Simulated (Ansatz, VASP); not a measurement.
## Two plane-wave programs on NbAs

File INCAR:

```
SYSTEM = NbAs
PREC     = Accurate       ! precision mode
ENCUT    = 520            ! plane-wave cutoff, eV
EDIFF    = 1E-6           ! SCF threshold, eV
ISMEAR   = 0              ! smearing method
SIGMA    = 0.05           ! smearing width, eV
LREAL    = .FALSE.        ! projectors in reciprocal space
LASPH    = .TRUE.         ! aspherical terms in the spheres
NELM     = 60             ! most SCF steps
ALGO     = Normal         ! electronic algorithm
ISIF     = 2              ! what is computed and relaxed
LWAVE    = .FALSE.        ! write WAVECAR
LCHARG   = .TRUE.         ! write CHGCAR
GGA      = PE             ! functional
LELF     = .TRUE.         ! ELF
LVHAR    = .TRUE.       
NBANDS   = 16             ! bands
```

File KPOINTS:

```
Automatic mesh
0
G
  12 12 12
  0 0 0
```

The input POSCAR:

```
NbAs
1.0
    0.0000000000      2.6377696511      2.6377696511
    2.6377696511      0.0000000000      2.6377696511
    2.6377696511      2.6377696511      0.0000000000
Nb As
1 1
Direct
    0.5000000000      0.5000000000      0.5000000000
    0.0000000000      0.0000000000      0.0000000000
```

Input for Ansatz:

```yaml
crystal:
  lattice:
    - [0.0, 2.6377696511, 2.6377696511]
    - [2.6377696511, 0.0, 2.6377696511]
    - [2.6377696511, 2.6377696511, 0.0]
  atoms:
    - { symbol: Nb, position: [0.5, 0.5, 0.5] }
    - { symbol: As, position: [0.0, 0.0, 0.0] }
basis:
  ecutwfc: 420
  ecutrho_ratio: 4
kpoints:
  mp_grid: { grid: [12, 12, 12] }
hamiltonian:
  xc: pbe
scf:
  occupations: { method: gaussian, width: 0.05 }
  initial_density: { chi_scale: 0.3 }
output:
  forces: true
  stress: true
  write_density: true
  write_potential: true
  elf: true
  volumetric_format: npy
```

Alike in both runs: task single point; functional PBE; k mesh 12 × 12 × 12; occupations gaussian, width 0.05 eV; no spin polarisation.

|  | VASP | Ansatz |
| --- | --- | --- |
| version | VASP 6.6.1 | Ansatz 0.2.0 |
| potentials or method | VASP PAW PBE potentials, release 64 (Nb_sv, As), cutoff 520 eV | scalar-relativistic, plane waves, PAW |
| valence electrons in the cell | 18 | 28 |

```tsv
	VASP	Ansatz	Ansatz less VASP
gap on the k mesh at the Fermi level (eV)	none	none	-
pressure (GPa)	-0.1	-0.1	-0.03
```

A gap of «none» marks a metal or a gap that the smearing closes. VASP's potentials hold 18 valence electrons a cell and Ansatz's 28, so a difference there can come from the potentials and not from the codes.
